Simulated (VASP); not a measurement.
Write the native input for VASP 6.6.1 that does the following.

```yaml
Task: single point
Functional: PBE
Potentials_or_basis: VASP PAW PBE potentials, release 64 (Mg, O)
Cutoff: 520 eV
k_mesh: 12 × 12 × 8
Occupations: gaussian, width 0.02 eV
Spin: no spin polarisation
Dipole_correction: no
Further_INCAR_settings: ALGO = Normal; EDIFF = 1e-07; NBANDS = 11
```

The structure of MgO lies in POSCAR:

```
MgO
1.0
    2.9377244759      0.0000000000      0.0000000000
   -1.4688622380      2.5441440255      0.0000000000
    0.0000000000      0.0000000000      2.6797873418
Mg O
1 1
Direct
    0.0000000000      0.0000000000      0.0000000000
    0.3333333333      0.6666666667      0.5000000000
```

The input as run:

INCAR

```
SYSTEM = MgO
ALGO = Normal ; EDIFF = 1E-7
ENCUT = 520 ; GGA = PE
ISIF = 2 ; ISMEAR = 0
LASPH = .TRUE. ; LCHARG = .FALSE.
LREAL = .FALSE. ; LWAVE = .FALSE.
NBANDS = 11 ; NELM = 100
PREC = Accurate ; SIGMA = 0.02
```

KPOINTS

```
k-points
0
G
  12 12 8
  0 0 0
```

Potentials or basis: VASP PAW PBE potentials, release 64 (Mg, O).

Command:

```bash
$ cat potpaw_PBE.64/Mg/POTCAR potpaw_PBE.64/O/POTCAR > POTCAR
$ mpirun -np 1 vasp_std > vasp.out
```

It gave:

```json
{
  "Pressure": "-0.6 GPa",
  "Band gap on the k mesh": "3.00 eV, indirect (least direct gap 3.40 eV)"
}
```

Run time: 10 s on 1 thread of Intel(R) Xeon(R) Platinum 8488C (Sapphire Rapids), on a shared host, peak memory 0.15 GiB.
